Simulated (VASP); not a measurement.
LiH: single point with PBEsol

Crystal: LiH.

```
Li H
1.0
     0.00000    2.00862    2.00862
     2.00862    0.00000    2.00862
     2.00862    2.00862    0.00000
Li H
1 1
Direct
  0.53200 0.03100 0.20600
  0.03200 0.53100 0.70600
```

```yaml
Program: VASP 6.6.1
Task: single point
Functional: PBEsol
Potentials_or_basis: VASP PAW PBE potentials, release 64 (Li_sv, H)
Cutoff: 520 eV
k_mesh: 6 × 6 × 6
Occupations: gaussian, width 0.27 eV
Spin: no spin polarisation
```

The band gap on the k mesh is 2.75 eV, direct.

Levels at points of the mesh, in eV from the valence-band top:
```
           k point  band 1  band 2  band 3  band 4  band 5  band 6  band 7
(0.00, 0.00, 0.00)  -43.71   -5.52   16.02   17.66   17.66   17.66   22.26
(0.50, 0.00, 0.00)  -43.66   -2.69    4.68   13.51   16.24   16.24   18.83
(0.50, 0.50, 0.00)  -43.65    0.00    2.75   10.59   10.59   13.65   17.08
```

Wall time 4.5 s on 1 thread of Intel(R) Xeon(R) Platinum 8375C CPU @ 2.90GHz (Ice Lake), on a shared host, peak memory 0.13 GiB.

Caveat: the k points lie up to 0.45 Å⁻¹ apart. PBEsol gaps usually lie below the measured ones, often by a third to a half.
